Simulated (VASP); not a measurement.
A run of VASP 6.6.1 is set up as follows.

The input INCAR:

```
PREC     = Accurate       # precision mode
ENCUT    = 520            # plane-wave cutoff, eV
EDIFF    = 1E-6           # SCF threshold, eV
ISMEAR   = 0              # smearing method
SIGMA    = 0.1            # smearing width, eV
LREAL    = F              # projectors in reciprocal space
LASPH    = T              # aspherical terms in the spheres
NELM     = 150            # most SCF steps
ALGO     = Normal         # electronic algorithm
ISIF     = 2              # what is computed and relaxed
LWAVE    = F              # write WAVECAR
LCHARG   = F              # write CHGCAR
ISPIN    = 2              # spin polarisation
MAGMOM   = 0              # initial moments
LORBIT   = 11             # projections on sites
NUPDOWN  = 0.0            # fixed moment
LMAXMIX  = 4              # l up to which the mixer works
GGA      = CA             # functional
NBANDS   = 15             # bands
```

KPOINTS

```
Automatic mesh
0
Gamma
  12 12 12
```

POSCAR

```
Ni
1.0
    0.0000000000      1.7683500000      1.7683500000
    1.7683500000      0.0000000000      1.7683500000
    1.7683500000      1.7683500000      0.0000000000
Ni
1
Direct
    0.0000000000      0.0000000000      0.0000000000
```

Potentials or basis: VASP PAW LDA potentials, release 64 (Ni).

Launch:

```bash
$ cat potpaw_LDA.64/Ni/POTCAR > POTCAR
$ mpirun -np 1 vasp_std > vasp.out
```

(1) What does it give for the pressure?

Answers

(1) -20.4 GPa.

Caveat: the total moment is fixed, so each spin has its own Fermi level.
